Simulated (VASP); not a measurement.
Runs of VASP 6.6.1 on Hg. The structure is that of space group P6_3/mmc (No. 194), or close to it. The cells are those of the table. 

| cell | gap on the mesh (eV) | pressure (GPa) |
| --- | --- | --- |
| a = 3.473, b = 3.473, c = 11.494 Å, angles 90.0, 90.0, 120.0°, 4 atoms | none | -2.7 |
| a = 3.559, b = 3.559, c = 11.769 Å, angles 90.0, 90.0, 120.0°, 4 atoms | - | -2.8 |
| a = 3.454, b = 3.454, c = 10.935 Å, angles 90.0, 90.0, 120.0°, 4 atoms | none | (a) |
| a = 3.526, b = 3.526, c = 11.996 Å, angles 90.0, 90.0, 120.0°, 4 atoms | - | -2.7 |

Alike in all rows: task single point; level PBEsol; potentials or basis VASP PAW PBE potentials, release 64 (Hg); no spin polarisation; k mesh 12 × 12 × 4; cutoff (eV) 520; smearing gaussian 0.05 eV.

**Question.** Estimate the missing entries.

**Answer.** (a) -2.4.

Caveats: the PAW data sets were made with another functional, which shifts forces and pressure a little; spin-orbit coupling is left out, which moves the levels of the heavy elements.

A k mesh can miss the band edges, and the runs leave out spin-orbit coupling on Hg.

A gap of «none» marks levels without a gap at the run's occupations.
